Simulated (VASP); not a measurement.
Write the native input for VASP 6.6.1 that does the following.

```yaml
Task: relaxation of cell and atoms
Functional: PBE
Potentials_or_basis: VASP PAW PBE potentials, release 64 (Ta_pv, N)
Cutoff: 600 eV
k_mesh: 17 × 17 × 15
Occupations: fermi-dirac, width 0.1 eV
Spin: no spin polarisation
Target_pressure: 260 GPa
Dipole_correction: no
Further_INCAR_settings: ALGO = Normal; EDIFF = 1e-07; IBRION = 2; EDIFFG = -0.005; NSW = 32; ISIF = 3
```

The structure of TaN (WC type) lies in POSCAR:

```
TaN
1.0
    2.5940687578      0.0000000000      0.0000000000
   -1.2970343789      2.2465294434      0.0000000000
    0.0000000000      0.0000000000      2.6105459400
Ta N
1 1
Direct
    0.0000000000      0.0000000000      0.0000000000
    0.3333333333      0.6666666667      0.5000000000
```

These files were run (other wordings do the same):

INCAR

```
PREC = Accurate
ENCUT = 600
EDIFF = 1E-7
ISMEAR = -1
SIGMA = 0.1
LREAL = F
LASPH = T
NELM = 60
ALGO = Normal
ISIF = 3
LWAVE = F
LCHARG = F
GGA = PE
IBRION = 2
NSW = 32
EDIFFG = -0.005
PSTRESS = 2600.0
```

KPOINTS

```
Automatic mesh
0
Gamma
  17 17 15
```

Potentials or basis: VASP PAW PBE potentials, release 64 (Ta_pv, N).

The run is started by

```console
$ cat potpaw_PBE.64/Ta_pv/POTCAR potpaw_PBE.64/N/POTCAR > POTCAR
$ mpirun -np 1 vasp_std > vasp.out
```

It gave:

```json
{"Relaxed volume": "7.64 Å³/atom", "Relaxed cell": "a = 2.597 Å, b = 2.597 Å, c = 2.615 Å, α = 90.00°, β = 90.00°, γ = 120.00°", "Space group after relaxing (to 0.1 Å)": "P-6m2 (No. 187)", "Energy change on relaxing (the run minimises the enthalpy)": "-52.9 meV/atom", "Ionic steps": "5", "Pressure after relaxing": "260.0 GPa", "Band gap on the k mesh": "zero (bands 8 and 9 overlap by 1.10 eV)"}
```

Caveat: the cell is relaxed towards a set pressure, so the run minimises the enthalpy, not the energy; spin-orbit coupling is left out, which moves the levels of the heavy elements.

Wall time 78 s on 1 thread of Intel(R) Xeon(R) Platinum 8488C (Sapphire Rapids), with other jobs on the host, peak memory 0.21 GiB.
